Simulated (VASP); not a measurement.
Here is a VASP 6.6.1 calculation.

The input INCAR:

```
ALGO     = Normal         # electronic algorithm
EDIFF    = 1E-7           # SCF threshold, eV
EDIFFG   = -0.01          # ionic threshold
ENCUT    = 600            # plane-wave cutoff, eV
GGA      = RP             # functional
IBRION   = 2              # ionic algorithm
ISIF     = 3              # what is computed and relaxed
ISMEAR   = -1             # smearing method
LASPH    = True           # aspherical terms in the spheres
LCHARG   = False          # write CHGCAR
LREAL    = False          # projectors in reciprocal space
LWAVE    = False          # write WAVECAR
NELM     = 80             # most SCF steps
NSW      = 80             # ionic steps
PREC     = Accurate       # precision mode
SIGMA    = 0.1            # smearing width, eV
```

KPOINTS

```
k-points
0
Gamma
  9 9 9
```

Contents of POSCAR:

```
Cd
1.0
    0.0000000000      3.0772608027      3.0772608027
    3.0772608027      0.0000000000      3.0772608027
    3.0772608027      3.0772608027      0.0000000000
Cd
2
Direct
    0.1250000000      0.1250000000      0.1250000000
    0.8750000000      0.8750000000      0.8750000000
```

Potentials or basis: VASP PAW PBE potentials, release 64 (Cd).

Command:

```console
$ cat potpaw_PBE.64/Cd/POTCAR > POTCAR
$ mpirun -np 1 vasp_std > vasp.out
```

Question: What does it give for the relaxed volume?

Answer: 42.33 Å³/atom.

Question: What does it give for the space group after relaxing (to 0.1 Å)?

Answer: Fd-3m (No. 227).

Step by step:
```csv
step,energy change (eV),largest force (eV/Å),pressure (GPa),volume (Å³)
1,0.0000,0.0000,10.03,58.28
2,-0.4874,0.0000,1.43,75.05
3,-0.5142,0.0000,0.68,79.21
4,-0.5223,0.0000,-0.26,87.97
5,-0.5250,0.0000,-0.05,85.27
6,-0.5250,0.0000,0.01,84.67
```

Caveat: the volume moved by over 15 % at a fixed basis, so the end points are rough; the PAW data sets were made with another functional, which shifts forces and pressure a little.
